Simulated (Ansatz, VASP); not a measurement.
HfN: VASP beside Ansatz

```
CELL_PARAMETERS angstrom
0.00000 2.30331 2.30331
2.30331 0.00000 2.30331
2.30331 2.30331 0.00000
ATOMIC_POSITIONS crystal
Hf 0.00000 0.00000 0.00000
N 0.50000 0.50000 0.50000
```

Change from the starting cell: volume scaled by 1.06, crystal datasets.

Alike in both runs: task electric field gradients; functional PBE; k mesh 10 × 10 × 10; occupations fermi-dirac, width 0.03 eV; no spin polarisation.

```csv
,VASP,Ansatz
version,VASP 6.6.1,Ansatz 0.2.0
potentials or method,"VASP PAW PBE potentials, release 64 (Hf_pv, N), cutoff 520 eV","all-electron PAW with datasets made for the crystal, scalar-relativistic"
```

VASP gave:

| Quantity | Value |
| --- | --- |
| pressure (GPa) | -11.5 |

Question: What did Ansatz give for the same quantities?

Answer: Pressure (GPa): -9.3.

Ansatz ran all-electron here, and VASP with PAW potentials.

Spin-orbit coupling is off throughout.
